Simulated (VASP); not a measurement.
A run of VASP 6.6.1:

INCAR

```
SYSTEM = Au
PREC = Accurate
ENCUT = 520
EDIFF = 1E-7
ISMEAR = 0
SIGMA = 0.1
LREAL = .FALSE.
LASPH = .TRUE.
NELM = 100
ALGO = Fast
ISIF = 2
LWAVE = .FALSE.
LCHARG = .TRUE.
GGA = PE
LELF = .TRUE.
LVHAR = .TRUE.
NBANDS = 18
```

File KPOINTS:

```
Automatic mesh
0
G
  9 9 16
  0 0 0
```

File POSCAR:

```
Au
1.0
    4.0502404176      0.0000000000     -0.0065928845
    0.0000000000      4.0502457835      0.0000000000
   -2.0286124839      0.0000000000      2.1735253547
Au
2
Direct
    0.0000000000      0.0000000000      0.0000000000
    0.5000000000      0.5000000000      0.0000000000
```

Potentials or basis: VASP PAW PBE potentials, release 64 (Au).

Launch:

```bash
$ cat potpaw_PBE.64/Au/POTCAR > POTCAR
$ mpirun -np 1 vasp_std > vasp.out
```

Hardware: 1 thread of Intel(R) Xeon(R) 6975P-C (Granite Rapids), with other jobs on the host.

**Question.** How long does it take, and how much memory?

**Answer.** It took 94 s on 1 thread of Intel(R) Xeon(R) 6975P-C (Granite Rapids) (shared host), peak memory 0.3 GiB. Counts: scf iterations 13, k points 365.
